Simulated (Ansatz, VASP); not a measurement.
# Bi in VASP and in Ansatz

```
Bi
1.0
     3.52068    0.00000    0.00000
    -1.76034    3.04900    0.00000
     0.00000    0.00000   11.78860
Bi
4
Direct
  0.00000 0.00000 0.00000
  0.33333 0.66667 0.25000
  0.00000 0.00000 0.50000
  0.66667 0.33333 0.75000
```

Alike in both runs: functional PBE; k mesh 12 × 12 × 4; occupations gaussian, width 0.1 eV; no spin polarisation.

Ansatz relaxed the structure, and its values are those at the end. VASP's run is a single point on that final structure, the one shown.

```csv
,VASP,Ansatz
version,VASP 6.6.1,Ansatz 0.2.0
potentials or method,"VASP PAW PBE potentials, release 64 (Bi_d), cutoff 520 eV","scalar-relativistic, plane waves, PAW"
valence electrons in the cell,60,60
```

```tsv
	VASP	Ansatz	Ansatz less VASP
gap on the k mesh at the Fermi level (eV)	none	none	-
pressure (GPa)	-0.1	0.0	+0.07
```

A gap of «none» marks a metal or a gap that the smearing closes.

Spin-orbit coupling is off throughout.
